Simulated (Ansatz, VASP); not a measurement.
**Two plane-wave programs on MgTe**

```
Mg Te
1.0
     4.76074    0.00000    0.00000
    -2.38037    4.12292    0.00000
     0.00000    0.00000    7.75329
Mg Te
2 2
Direct
  0.33333 0.66667 0.99939
  0.66667 0.33333 0.49939
  0.33333 0.66667 0.37561
  0.66667 0.33333 0.87561
```

Change from the starting cell: hydrostatic strain +4.0%.

Alike in both runs: task single point; functional HSE06; k mesh 6 × 6 × 2; no spin polarisation.

|  | VASP | Ansatz |
| --- | --- | --- |
| version | VASP 6.6.1 | Ansatz 0.2.0 |
| potentials or method | VASP PAW PBE potentials, release 64 (Mg, Te) | plane waves, PAW |
| plane-wave cutoff (eV) | 520 | 420 |
| occupations | gaussian, width 0.01 eV | fixed |
| valence electrons in the cell | 16 | 52 |

|  | VASP | Ansatz | Ansatz less VASP |
| --- | --- | --- | --- |
| gap on the k mesh at the Fermi level (eV) | 2.67 | 2.76 | +0.096 |
| pressure (GPa) | -3.6 | -3.5 | +0.15 |

VASP's potentials hold 16 valence electrons a cell and Ansatz's 52, so a difference there can come from the potentials and not from the codes. Ansatz's warnings: stress exchange threshold loose, stress scf threshold loose.

Neither program's run includes spin-orbit coupling.
